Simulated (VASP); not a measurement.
# PbSe (P4/nmm) in VASP: further runs

The runs below take PbSe through relaxation of shape and atoms at fixed volume, relaxation of cell and atoms, with PBEsol.

Program: VASP 6.6.1. These are calculated values, not measurements. Logs are shortened: lines on timing, memory, paths and dates and some standing lists are left out, and cuts for length are marked.

## 1. The cell of the first run

The structure is tetragonal, space group P4/nmm (No. 129). Conventional cell: a = 5.300 Å, b = 5.300 Å, c = 4.068 Å, α = 90.00°, β = 90.00°, γ = 90.00°. Within 3.9 Å of Pb (site symmetry 4mm) lie 8 Se at 2.99 to 3.78 Å. Within 3.9 Å of Se (site symmetry -4m2) lie 8 Pb at 2.99 to 3.78 Å and 4 Se at 3.75 Å.

## 2. Relaxation of shape and atoms at fixed volume, PBEsol (volume scaled by 1.040)

Input file INCAR:

```
SYSTEM = PbSe
ALGO = Normal ; EDIFF = 1E-6
EDIFFG = -0.01 ; ENCUT = 600
GGA = PS ; IBRION = 2
ISIF = 4 ; ISMEAR = 0
LASPH = .TRUE. ; LCHARG = .FALSE.
LREAL = .FALSE. ; LWAVE = .FALSE.
NELM = 100 ; NSW = 60
PREC = Accurate ; SIGMA = 0.05
```

Input file KPOINTS:

```
k-points
0
G
  6 6 8
  0 0 0
```

Input file POSCAR:

```
PbSe
1.0
    5.2995501948      0.0000000000      0.0000000000
    0.0000000000      5.2995501948      0.0000000000
    0.0000000000      0.0000000000      4.0684226816
Pb Se
2 2
Direct
    0.5000000000      0.0000000000      0.3385826611
    0.0000000000      0.5000000000      0.6614173389
    0.0000000000      0.0000000000      0.0000000000
    0.5000000000      0.5000000000      0.0000000000
```

Potentials or basis: VASP PAW PBE potentials, release 64 (Pb_d, Se).

Command:

```sh
cat potpaw_PBE.64/Pb_d/POTCAR potpaw_PBE.64/Se/POTCAR > POTCAR
mpirun -np 1 vasp_std > vasp.out
```

OUTCAR:

```text
SYSTEM = PbSe
   EDIFF = 1E-6
   EDIFFG = -0.01
   ENCUT = 600
   GGA = PS
   IBRION = 2
   ISIF = 4
   ISMEAR = 0
   LASPH = .TRUE.
   LREAL = .FALSE.
   NELM = 100
   NSW = 60
   PREC = Accurate

 ion  position               nearest neighbor table
   1  0.500  0.000  0.339-   3 2.99   4 2.99   4 2.99   3 2.99   2 3.97   2 3.97   2 3.97   2 3.97

   2  0.000  0.500  0.661-   3 2.99   4 2.99   3 2.99   4 2.99   1 3.97   1 3.97   1 3.97   1 3.97

   3  0.000  0.000  0.000-   1 2.99   2 2.99   2 2.99   1 2.99
   4  0.500  0.500  0.000-   1 2.99   2 2.99   1 2.99   2 2.99

  LATTYP: Found a simple tetragonal cell.
 ALAT       =     5.2995501948
 C/A-ratio  =     0.7676920742

  Lattice vectors:

 A1 = (   5.2995501948,   0.0000000000,   0.0000000000)
 A2 = (   0.0000000000,   5.2995501948,   0.0000000000)
 A3 = (   0.0000000000,   0.0000000000,   4.0684226816)

Analysis of symmetry for initial positions (statically):
=====================================================================
 Subroutine PRICEL returns:
 Original cell was already a primitive cell.

 Routine SETGRP: Setting up the symmetry group for a
 simple tetragonal supercell.

 Subroutine GETGRP returns: Found 16 space group operations
 (whereof  8 operations were pure point group operations)
 out of a pool of 16 trial point group operations.

The static configuration has the point symmetry D_2d.
 The point group associated with its full space group is D_4h.

Analysis of symmetry for dynamics (positions and initial velocities):
=====================================================================
 Subroutine PRICEL returns:
 Original cell was already a primitive cell.

 Routine SETGRP: Setting up the symmetry group for a
 simple tetragonal supercell.

 Subroutine GETGRP returns: Found 16 space group operations
 (whereof  8 operations were pure point group operations)
 out of a pool of 16 trial point group operations.

The dynamic configuration has the point symmetry D_2d.
 The point group associated with its full space group is D_4h.

 Subroutine INISYM returns: Found 16 space group operations
 (whereof  8 operations are pure point group operations),
 and found     1 'primitive' translations

----------------------------------------------------------------------------------------

                                     Primitive cell

  volume of cell :     114.2626
[... 94 lines left out ...]
   LREAL  =      F    real-space projection
   EDIFFG = -.1E-01   stopping-criterion for IOM
   NSW    =     60    number of steps for IOM
   IBRION =      2    ionic relax: 0-MD 1-quasi-New 2-CG
   NFREE  =      1    steps in history (QN), initial steepest desc. (CG)
   ISIF   =      4    stress and relaxation
   ISYM   =      2    0-nonsym 1-usesym 2-fastsym
   POTIM  = 0.5000    time-step for ionic-motion
   TEBEG  =    0.0;   TEEND  =   0.0 temperature during run
   PSTRESS=    0.0 pullay stress
   NELECT =      40.0000    total number of electrons
   NUPDOWN=      -1.0000    fix difference up-down
   EMIN   =  10.00;   EMAX   =-10.00  energy-range for DOS
   EFERMI =   0.00;   METHOD = LEGACY
   ISMEAR =     0;   SIGMA  =   0.05  broadening in eV -4-tet -1-fermi 0-gaus
   EFERMI_NEDOS =   21; number of points for ismear=-14 and -15
   IALGO  =     38    algorithm
   IMIX   =      4    mixing-type and parameters
     AMIX     =   0.40;   BMIX     =  1.00
     AMIX_MAG =   1.60;   BMIX_MAG =  1.00
  volume/ion in A,a.u.               =      28.57       192.77
  Fermi-wavevector in a.u.,A,eV,Ry     =   1.153790  2.180347 18.112505  1.331232
  Thomas-Fermi vector in A             =   2.290431
   LORBIT       =      0    0 simple, 1 ext, 2 COOP (PROOUT), +10 PAW based schemes
   GGA     = PS    functional components
   LHFCALC =     F    Hartree Fock is set to
   AEXX    =    0.0000 exact exchange contribution
   IVDW    =     0    specifies the selected vdW correction
   LEPSILON=     F    determine dielectric tensor
   LRPA    =     F    only Hartree local field effects (RPA)
 conjugate gradient relaxation of ions
 non-spin polarized calculation
 Gauss-broadening in eV      SIGMA  =   0.05
  energy-cutoff  :      600.00
  volume of cell :      114.26
 maximum number of plane-waves:      3828
   NGX = 21   NGY = 21   NGZ = 17

--------------------------------------- Ionic step        1  -------------------------------------------

 number of electron      40.0000004 magnetization

 Free energy of the ion-electron system (eV)
  ---------------------------------------------------
  ext. energy  EPLUGINS =         0.00000000
  ---------------------------------------------------
  free energy    TOTEN  =       -17.14747262 eV

  energy without entropy =      -17.14746785  energy(sigma->0) =      -17.14747023

------------------------ aborting loop because EDIFF is reached ----------------------------------------

  FORCE on cell =-STRESS in cart. coord.  units (eV):
  Direction    XX          YY          ZZ          XY          YZ          ZX
  --------------------------------------------------------------------------------------
  -------------------------------------------------------------------------------------
  Total       -1.0806370     -1.0806370     -0.8792869      0.0000000      0.0000000      0.0000000
  in kB      -15.1525710    -15.1525710    -12.3292632      0.0000000      0.0000000      0.0000000
  external PRESSURE =     -14.2114684 kB  Pullay stress =       0.0000000 kB
[... 215 lines left out ...]
--------------------------------------- Ionic step        7  -------------------------------------------

 number of electron      40.0000006 magnetization

 Free energy of the ion-electron system (eV)
  ---------------------------------------------------
  ext. energy  EPLUGINS =         0.00000000
  ---------------------------------------------------
  free energy    TOTEN  =       -17.15029791 eV

  energy without entropy =      -17.15029691  energy(sigma->0) =      -17.15029741

 E-fermi :   4.7032     XC(G=0):  -9.7745

 val. band max:        4.5786585975   @ k =   0.5000   0.5000   0.5000
 cond. band min:       4.8386126019   @ k =   0.1667   0.1667   0.3750
 fundamental gap:      0.2599540045
 Fermi energy:         4.7032172186

 k-point     1 :       0.0000    0.0000    0.0000
  band No.  band energies     occupation
      1     -12.0255      2.00000
      2     -11.9855      2.00000
      3     -11.9802      2.00000
      4     -11.9570      2.00000
      5     -11.9508      2.00000
      6     -11.9508      2.00000
[... 637 lines left out ...]
     23       7.9344      0.00000
     24       7.9344      0.00000

 [... further k-points ...]
[... 5 lines left out ...]
  --------------------------------------------------------------------------------------
  -------------------------------------------------------------------------------------
  Total       -0.6920175     -0.6920175     -0.6698689      0.0000000     -0.0000000      0.0000000
  in kB       -9.7033914     -9.7033914     -9.3928272      0.0000000     -0.0000000      0.0000000
  external PRESSURE =      -9.5998700 kB  Pullay stress =       0.0000000 kB
[... 19 lines left out ...]
  FREE ENERGIE OF THE ION-ELECTRON SYSTEM (eV)
  ---------------------------------------------------
  free  energy   TOTEN  =       -17.1502979081 eV

  energy  without entropy=      -17.1502969086  energy(sigma->0) =      -17.15029741

 reached required accuracy - stopping structural energy minimisation
```

Run time: 7.4 min. Hardware: 1 thread of Intel Xeon Platinum 8259CL at 2.50GHz (Skylake/Cascade Lake), shared host; peak memory 0.34 GiB.

What came out:

```
Free energy                  : -17.1503 eV
Energy gained by relaxing    : 0.7 meV/atom
Ionic steps                  : 7
Pressure after relaxing      : -1.0 GPa
Largest force after relaxing : 0.008 eV/Å
Band gap on the k mesh       : 0.26 eV, indirect (least direct gap 0.71 eV)
```

Forces on the atoms (eV/Å):
```
Pb   0.000  0.000  0.008
Pb   0.000  0.000 -0.008
Se   0.000  0.000  0.000
Se   0.000  0.000  0.000
```

The path:
| step | energy change (eV) | largest force (eV/Å) | pressure (GPa) | volume (Å³) |
| --- | --- | --- | --- | --- |
| 1 | 0.0000 | 0.0704 | -1.42 | 114.26 |
| 2 | -0.0007 | 0.0629 | -1.36 | 114.26 |
| 3 | -0.0021 | 0.0430 | -1.17 | 114.26 |
| 4 | -0.0012 | 0.0018 | -0.78 | 114.26 |
| 5 | -0.0024 | 0.0315 | -1.07 | 114.26 |
| 6 | -0.0027 | 0.0153 | -1.01 | 114.26 |
| 7 | -0.0028 | 0.0080 | -0.96 | 114.26 |

Final structure:
```yaml
crystal:
  lattice:
    - [5.28235, 0.00000, 0.00000]
    - [0.00000, 5.28235, 0.00000]
    - [0.00000, 0.00000, 4.09497]
  atoms:
    - { symbol: Pb, position: [0.50000, 0.00000, 0.33064] }
    - { symbol: Pb, position: [0.00000, 0.50000, 0.66936] }
    - { symbol: Se, position: [0.00000, 0.00000, 0.00000] }
    - { symbol: Se, position: [0.50000, 0.50000, 0.00000] }
```

Levels at points of the mesh, in eV from the valence-band top:
```csv
k point,band 18,band 19,band 20,band 21,band 22,band 23
"(0.00, 0.00, 0.00)",-1.41,-1.14,-0.23,2.14,4.29,4.61
"(0.50, 0.00, 0.00)",-1.27,-0.40,-0.40,1.90,1.90,4.70
"(0.50, 0.50, 0.00)",-0.56,-0.13,-0.13,0.68,0.68,3.37
"(0.00, 0.00, 0.50)",-1.45,-1.16,-1.16,0.67,0.93,0.93
"(0.50, 0.00, 0.50)",-2.28,-1.38,-1.38,2.13,2.13,2.75
"(0.50, 0.50, 0.50)",-3.47,0.00,0.00,4.11,4.11,4.22
```

Caveat: the cell differs from its parent crystal (volume scaled by 1.040); the PAW data sets were made with another functional, which shifts forces and pressure a little; spin-orbit coupling is left out, which moves the levels of the heavy elements.

## 3. Relaxation of cell and atoms, PBEsol

This run uses another cell than the first one, of 27.52 Å³/atom, 0.963 times its volume.

Input file INCAR:

```
  PREC = Accurate
  ENCUT = 600
  EDIFF = 1E-6
  ISMEAR = 0
  SIGMA = 0.05
  LREAL = F
  LASPH = T
  NELM = 100
  ALGO = Normal
  ISIF = 3
  LWAVE = F
  LCHARG = F
  GGA = PS
  IBRION = 2
  NSW = 50
  EDIFFG = -0.01
```

Input file KPOINTS:

```
regular mesh
0
Gamma
  6 6 8
```

Input file POSCAR:

```
PbSe
1.0
    5.2456046864      0.0000000000      0.0000000000
    0.0000000000      5.2456046864      0.0000000000
    0.0000000000      0.0000000000      4.0000183395
Pb Se
2 2
Direct
    0.5000000000      0.0000000000      0.3458001588
    0.0000000000      0.5000000000      0.6541998412
    0.0000000000      0.0000000000      0.0000000000
    0.5000000000      0.5000000000      0.0000000000
```

Potentials or basis: VASP PAW PBE potentials, release 64 (Pb_d, Se).

Command:

```sh
cat potpaw_PBE.64/Pb_d/POTCAR potpaw_PBE.64/Se/POTCAR > POTCAR
mpirun -np 1 vasp_std > vasp.out
```

Wall time 2 min (1 thread of Intel Xeon Platinum 8375C at 2.90GHz (Ice Lake), shared host); peak memory 0.33 GiB.

It converged, with:

- Free energy: -17.1641 eV
- Relaxed volume: 27.53 Å³/atom
- Relaxed cell: a = 5.247 Å, b = 5.247 Å, c = 3.999 Å, α = 90.00°, β = 90.00°, γ = 90.00°
- Space group after relaxing (to 0.05 Å): P4/nmm (No. 129)
- Energy gained by relaxing: 0.0 meV/atom
- Ionic steps: 2
- Pressure after relaxing: 0.0 GPa
- Largest force after relaxing: 0.008 eV/Å
- Band gap on the k mesh: 0.16 eV, indirect (least direct gap 0.60 eV)

Forces in eV/Å, atoms in the order of the input:
```
Pb   0.000  0.000  0.008
Pb   0.000  0.000 -0.008
Se   0.000  0.000  0.000
Se   0.000  0.000  0.000
```

Final structure:
```xyz
4
Lattice="5.2473 0.0000 0.0000 0.0000 5.2473 0.0000 0.0000 0.0000 3.9992" Properties=species:S:1:pos:R:3 pbc="T T T"
Pb    2.6237    0.0000    1.3834
Pb    5.2473    2.6237    2.6157
Se    0.0000    0.0000    0.0000
Se    2.6237    2.6237    0.0000
```

Levels at points of the mesh, in eV from the valence-band top:
| k point | band 18 | band 19 | band 20 | band 21 | band 22 | band 23 |
| --- | --- | --- | --- | --- | --- | --- |
| (0.00, 0.00, 0.00) | -1.47 | -1.24 | -0.19 | 2.37 | 4.63 | 4.63 |
| (0.50, 0.00, 0.00) | -1.22 | -0.37 | -0.37 | 1.90 | 1.90 | 4.76 |
| (0.50, 0.50, 0.00) | -0.46 | -0.15 | -0.15 | 0.60 | 0.60 | 3.41 |
| (0.00, 0.00, 0.50) | -1.43 | -1.16 | -1.16 | 0.58 | 0.73 | 0.73 |
| (0.50, 0.00, 0.50) | -2.26 | -1.55 | -1.55 | 1.92 | 1.92 | 2.80 |
| (0.50, 0.50, 0.50) | -3.73 | 0.00 | 0.00 | 4.32 | 4.32 | 4.33 |

Caveat: the PAW data sets were made with another functional, which shifts forces and pressure a little; spin-orbit coupling is left out, which moves the levels of the heavy elements. A k mesh can miss the band edges.
